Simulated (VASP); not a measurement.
# HfB2 (P6/mmm) in VASP: further runs, part 2 of 2

VASP 6.6.1. The steps go on from the part before.

**4. Relaxation of cell and atoms, PBE+U**

Contents of INCAR:

```
SYSTEM = HfB2
ALGO     = Normal         ! electronic algorithm
EDIFF    = 1E-6           ! SCF threshold, eV
EDIFFG   = -0.01          ! ionic threshold
ENCUT    = 600            ! plane-wave cutoff, eV
GGA      = PE             ! functional
IBRION   = 2              ! ionic algorithm
ISIF     = 3              ! what is computed and relaxed
ISMEAR   = -1             ! smearing method
LASPH    = .True.         ! aspherical terms in the spheres
LCHARG   = .False.        ! write CHGCAR
LDAU     = .True.         ! DFT+U
LDAUJ    = 0 0          
LDAUL    = 2 -1           ! shell
LDAUPRINT= 1            
LDAUTYPE = 2            
LDAUU    = 3 0            ! U, eV
LMAXMIX  = 4              ! l up to which the mixer works
LREAL    = .False.        ! projectors in reciprocal space
LWAVE    = .False.        ! write WAVECAR
NELM     = 150            ! most SCF steps
NSW      = 60             ! ionic steps
PREC     = Accurate       ! precision mode
SIGMA    = 0.05           ! smearing width, eV
```

Contents of KPOINTS:

```
k-points
0
Gamma
  10 10 8
  0 0 0
```

Contents of POSCAR:

```
HfB2
1.0
    3.1400000000      0.0000000000      0.0000000000
   -1.5700000000      2.7193197679      0.0000000000
    0.0000000000      0.0000000000      3.4800000000
Hf B
1 2
Direct
    0.0000000000      0.0000000000      0.0000000000
    0.6666666667      0.3333333333      0.5000000000
    0.3333333333      0.6666666667      0.5000000000
```

Potentials or basis: VASP PAW PBE potentials, release 64 (Hf_pv, B).

On the command line:

```console
$ cat potpaw_PBE.64/Hf_pv/POTCAR potpaw_PBE.64/B/POTCAR > POTCAR
$ mpirun -np 1 vasp_std > vasp.out
```

OUTCAR:

```text
SYSTEM = HfB2
   EDIFF = 1E-6
   EDIFFG = -0.01
   ENCUT = 600
   GGA = PE
   IBRION = 2
   ISIF = 3
   ISMEAR = -1
   LASPH = .True.
   LREAL = .False.
   NELM = 150
   NSW = 60
   PREC = Accurate

 ion  position               nearest neighbor table
   1  0.000  0.000  0.000-   2 2.51   3 2.51   2 2.51   3 2.51   2 2.51   2 2.51   3 2.51   3 2.51
                             2 2.51   2 2.51   3 2.51   3 2.51
   2  0.667  0.333  0.500-   3 1.81   3 1.81   3 1.81   1 2.51   1 2.51   1 2.51   1 2.51   1 2.51
                             1 2.51
   3  0.333  0.667  0.500-   2 1.81   2 1.81   2 1.81   1 2.51   1 2.51   1 2.51   1 2.51   1 2.51
                             1 2.51

  LATTYP: Found a hexagonal cell.
 ALAT       =     3.1400000000
 C/A-ratio  =     1.1082802548

  Lattice vectors:

 A1 = (   3.1400000000,   0.0000000000,   0.0000000000)
 A2 = (  -1.5700000000,   2.7193197679,   0.0000000000)
 A3 = (   0.0000000000,   0.0000000000,   3.4800000000)

Analysis of symmetry for initial positions (statically):
=====================================================================
 Subroutine PRICEL returns:
 Original cell was already a primitive cell.

 Routine SETGRP: Setting up the symmetry group for a
 hexagonal supercell.

 Subroutine GETGRP returns: Found 24 space group operations
 (whereof 24 operations were pure point group operations)
 out of a pool of 24 trial point group operations.

The static configuration has the point symmetry D_6h.

Analysis of symmetry for dynamics (positions and initial velocities):
=====================================================================
 Subroutine PRICEL returns:
 Original cell was already a primitive cell.

 Routine SETGRP: Setting up the symmetry group for a
 hexagonal supercell.

 Subroutine GETGRP returns: Found 24 space group operations
 (whereof 24 operations were pure point group operations)
 out of a pool of 24 trial point group operations.

The dynamic configuration has the point symmetry D_6h.

 Subroutine INISYM returns: Found 24 space group operations
 (whereof 24 operations are pure point group operations),
 and found     1 'primitive' translations

----------------------------------------------------------------------------------------

                                     Primitive cell

  volume of cell :      29.7146

  direct lattice vectors                    reciprocal lattice vectors
     3.140000000  0.000000000  0.000000000     0.318471338  0.183869512  0.000000000
    -1.570000000  2.719319768  0.000000000     0.000000000  0.367739025  0.000000000
     0.000000000  0.000000000  3.480000000     0.000000000  0.000000000  0.287356322

  length of vectors
     3.140000000  3.140000000  3.480000000     0.367739025  0.367739025  0.287356322

  position of ions in fractional coordinates (direct lattice)
     0.000000000  0.000000000  0.000000000
[... 116 lines left out ...]
 non-spin polarized calculation
  energy-cutoff  :      600.00
  volume of cell :       29.71
 maximum number of plane-waves:      1010
 NGX is ok and might be reduce to    28
   NGX = 13   NGY = 13   NGZ = 13

--------------------------------------- Ionic step        1  -------------------------------------------

 number of electron      15.9999999 magnetization

 Free energy of the ion-electron system (eV)
  ---------------------------------------------------
  ext. energy  EPLUGINS =         0.00000000
  ---------------------------------------------------
  free energy    TOTEN  =       -24.16530234 eV

  energy without entropy =      -24.16273696  energy(sigma->0) =      -24.16401965

------------------------ aborting loop because EDIFF is reached ----------------------------------------

  FORCE on cell =-STRESS in cart. coord.  units (eV):
  Direction    XX          YY          ZZ          XY          YZ          ZX
  --------------------------------------------------------------------------------------
  -------------------------------------------------------------------------------------
  Total        1.5816118      1.5816118      2.2461805      0.0000000      0.0000000      0.0000000
  in kB       85.2788436     85.2788436    121.1116894      0.0000000      0.0000000      0.0000000
  external PRESSURE =      97.2231255 kB  Pullay stress =       0.0000000 kB
[... 166 lines left out ...]
  FREE ENERGIE OF THE ION-ELECTRON SYSTEM (eV)
  ---------------------------------------------------
  free  energy   TOTEN  =       -24.2024216860 eV

  energy  without entropy=      -24.1998658733  energy(sigma->0) =      -24.20114378

atom =   1  type =  1  l = 2

 onsite density matrix

spin component  1

  0.1802  0.0000  0.0000  0.0000  0.0000
  0.0000  0.1683 -0.0000  0.0000  0.0000
  0.0000 -0.0000  0.1532  0.0000  0.0000
  0.0000  0.0000  0.0000  0.1683  0.0000
  0.0000  0.0000  0.0000  0.0000  0.1802

spin component  2

  0.1802  0.0000  0.0000  0.0000  0.0000
  0.0000  0.1683 -0.0000  0.0000  0.0000
  0.0000 -0.0000  0.1532  0.0000  0.0000
  0.0000  0.0000  0.0000  0.1683  0.0000
  0.0000  0.0000  0.0000  0.0000  0.1802

 occupancies and eigenvectors

  o =  0.1532  v =  0.0000  0.0000  1.0000 -0.0000 -0.0000  0.0000  0.0000  0.0000  0.0000  0.0000      0.0000  0.0000  0.0000  0.0000  0.0000  0.0000  0.0000  0.0000  0.0000  0.0000
  o =  0.1532  v =  0.0000  0.0000  0.0000  0.0000  0.0000  0.0000  0.0000  1.0000 -0.0000 -0.0000      0.0000  0.0000  0.0000  0.0000  0.0000  0.0000  0.0000  0.0000  0.0000  0.0000
  o =  0.1683  v =  0.0000  0.0000 -0.0000 -1.0000  0.0000  0.0000  0.0000  0.0000  0.0000  0.0000      0.0000  0.0000  0.0000  0.0000  0.0000  0.0000  0.0000  0.0000  0.0000  0.0000
  o =  0.1683  v =  0.0000  0.0000  0.0000  0.0000  0.0000  0.0000  0.0000 -0.0000 -1.0000  0.0000      0.0000  0.0000  0.0000  0.0000  0.0000  0.0000  0.0000  0.0000  0.0000  0.0000
  o =  0.1683  v =  0.0000 -1.0000  0.0000 -0.0000 -0.0000  0.0000  0.0000  0.0000  0.0000  0.0000      0.0000  0.0000  0.0000  0.0000  0.0000  0.0000  0.0000  0.0000  0.0000  0.0000
  o =  0.1683  v =  0.0000  0.0000  0.0000  0.0000  0.0000  0.0000 -1.0000  0.0000 -0.0000 -0.0000      0.0000  0.0000  0.0000  0.0000  0.0000  0.0000  0.0000  0.0000  0.0000  0.0000
  o =  0.1802  v =  1.0000  0.0000  0.0000  0.0000  0.0000  0.0000  0.0000  0.0000  0.0000  0.0000      0.0000  0.0000  0.0000  0.0000  0.0000  0.0000  0.0000  0.0000  0.0000  0.0000
  o =  0.1802  v =  0.0000  0.0000  0.0000  0.0000  0.0000  1.0000  0.0000  0.0000  0.0000  0.0000      0.0000  0.0000  0.0000  0.0000  0.0000  0.0000  0.0000  0.0000  0.0000  0.0000
  o =  0.1802  v =  0.0000  0.0000  0.0000  0.0000  0.0000  0.0000 -0.0000  0.0000  0.0000  1.0000      0.0000  0.0000  0.0000  0.0000  0.0000  0.0000  0.0000  0.0000  0.0000  0.0000
  o =  0.1802  v =  0.0000 -0.0000  0.0000  0.0000  1.0000  0.0000  0.0000  0.0000  0.0000  0.0000      0.0000  0.0000  0.0000  0.0000  0.0000  0.0000  0.0000  0.0000  0.0000  0.0000

--------------------------------------- Ionic step        6  -------------------------------------------

 number of electron      16.0000001 magnetization

 Free energy of the ion-electron system (eV)
  ---------------------------------------------------
  ext. energy  EPLUGINS =         0.00000000
  ---------------------------------------------------
  free energy    TOTEN  =       -24.20242502 eV

  energy without entropy =      -24.19986852  energy(sigma->0) =      -24.20114677

 E-fermi :   7.6985     XC(G=0): -12.4208

 val. band max:        7.6374434856   @ k =   0.2000   0.2000   0.1250
 cond. band min:       7.8290937136   @ k =   0.0000   0.0000   0.2500
 fundamental gap:      0.1916502280
 Fermi energy:         7.6985142305

 k-point     1 :       0.0000    0.0000    0.0000
  band No.  band energies     occupation
      1     -23.7364      2.00000
      2     -23.2797      2.00000
      3     -23.2797      2.00000
      4      -6.0561      2.00000
      5       4.5683      2.00000
      6       4.7889      2.00000
      7       4.9716      2.00000
      8       4.9716      2.00000
      9      11.8986      0.00000
     10      11.8986      0.00000
     11      12.2010      0.00000
     12      12.2010      0.00000
[... 331 lines left out ...]
 k-point    24 :       0.4000    0.1000    0.1250
  band No.  band energies     occupation
      1     -23.9118      2.00000
      2     -23.6478      2.00000
      3     -23.4704      2.00000
      4      -2.2895      2.00000
      5      -0.9052      2.00000
      6       3.0756      2.00000
      7       3.9512      2.00000
      8       5.6223      2.00000
      9       8.7478      0.00000
     10      11.7381      0.00000
     11      11.7761      0.00000
     12      14.0027      0.00000

 [... further k-points ...]
[... 5 lines left out ...]
  --------------------------------------------------------------------------------------
  -------------------------------------------------------------------------------------
  Total        0.0279992      0.0279992      0.0242672      0.0000000     -0.0000000     -0.0000000
  in kB        1.4533137      1.4533137      1.2596023      0.0000000     -0.0000000     -0.0000000
  external PRESSURE =       1.3887432 kB  Pullay stress =       0.0000000 kB
[... 18 lines left out ...]
  FREE ENERGIE OF THE ION-ELECTRON SYSTEM (eV)
  ---------------------------------------------------
  free  energy   TOTEN  =       -24.2024250164 eV

  energy  without entropy=      -24.1998685156  energy(sigma->0) =      -24.20114677

 reached required accuracy - stopping structural energy minimisation
```

Wall time 59 s (1 thread of Intel Xeon 6975P-C (Granite Rapids), shared host); peak memory 0.19 GiB.

Results:

```
Free energy                           : -24.2024 eV
Relaxed volume                        : 10.29 Å³/atom
Relaxed cell                          : a = 3.166 Å, b = 3.166 Å, c = 3.555 Å, α = 90.00°, β = 90.00°, γ = 120.00°
Space group after relaxing (to 0.1 Å) : P6/mmm (No. 191)
Energy gained by relaxing             : 12.4 meV/atom
Ionic steps                           : 6
Pressure after relaxing               : 0.1 GPa
Band gap on the k mesh                : zero (bands 8 and 9 overlap by 1.00 eV)
```

Step by step:
| step | energy change (eV) | largest force (eV/Å) | pressure (GPa) | volume (Å³) |
| --- | --- | --- | --- | --- |
| 1 | 0.0000 | 0.0000 | 9.72 | 29.71 |
| 2 | 0.0133 | 0.0000 | -10.36 | 32.37 |
| 3 | -0.0356 | 0.0000 | -0.31 | 30.90 |
| 4 | -0.0356 | 0.0000 | -0.12 | 30.88 |
| 5 | -0.0371 | 0.0000 | 0.11 | 30.87 |
| 6 | -0.0371 | 0.0000 | 0.14 | 30.87 |

Final structure:
```
CELL_PARAMETERS angstrom
3.16634 0.00000 0.00000
-1.58317 2.74213 0.00000
0.00000 0.00000 3.55510
ATOMIC_POSITIONS crystal
Hf 0.00000 0.00000 0.00000
B 0.66667 0.33333 0.50000
B 0.33333 0.66667 0.50000
```

Levels at points of the mesh, in eV from the Fermi level:
| k point | band 4 | band 5 | band 6 | band 7 | band 8 | band 9 | band 10 | band 11 | band 12 |
| --- | --- | --- | --- | --- | --- | --- | --- | --- | --- |
| (0.00, 0.00, 0.00) | -13.75 | -3.13 | -2.91 | -2.73 | -2.73 | 4.20 | 4.20 | 4.50 | 4.50 |
| (0.50, 0.00, 0.00) | -9.71 | -9.20 | -4.01 | -3.51 | -2.61 | 1.77 | 2.90 | 5.33 | 5.62 |
| (0.00, 0.00, 0.50) | -11.54 | -8.53 | -1.26 | -1.26 | 0.60 | 0.60 | 1.20 | 1.20 | 2.18 |
| (0.50, 0.00, 0.50) | -10.19 | -7.67 | -4.78 | -4.61 | -3.01 | 3.64 | 4.01 | 6.35 | 6.89 |

Eigenvalues of the final occupation matrices:
| site | spin | trace | eigenvalues |
| --- | --- | --- | --- |
| site 1 d | 1 | 0.85 | 0.15 0.17 0.17 0.18 0.18 |
| site 1 d | 2 | 0.85 | 0.15 0.17 0.17 0.18 0.18 |

Caveat: spin-orbit coupling is left out, which moves the levels of the heavy elements; U without spin polarisation on a metal has little footing; the U is typed as a test and isn't derived for this compound. Zero-point motion and thermal expansion aren't in these numbers.

**5. The runs side by side**

| U | gap on the mesh (eV) | pressure (GPa) | relaxed volume (Å³/atom) |
| --- | --- | --- | --- |
| Hf d U = 1.0 eV | none | 0.0 | 10.06 |
| Hf d U = 2.0 eV | none | 0.0 | 10.18 |
| Hf d U = 3.0 eV | none | 0.1 | 10.29 |

Alike in all rows: task relaxation of cell and atoms; level PBE+U; potentials or basis VASP PAW PBE potentials, release 64 (Hf_pv, B); no spin polarisation; cell relaxed; k mesh 10 × 10 × 8; cutoff (eV) 600; smearing fermi-dirac 0.05 eV.

Caveats: spin-orbit coupling is left out, which moves the levels of the heavy elements; U without spin polarisation on a metal has little footing; the U is typed as a test and isn't derived for this compound.

Absolute energies hang on the potentials; compare differences alone.
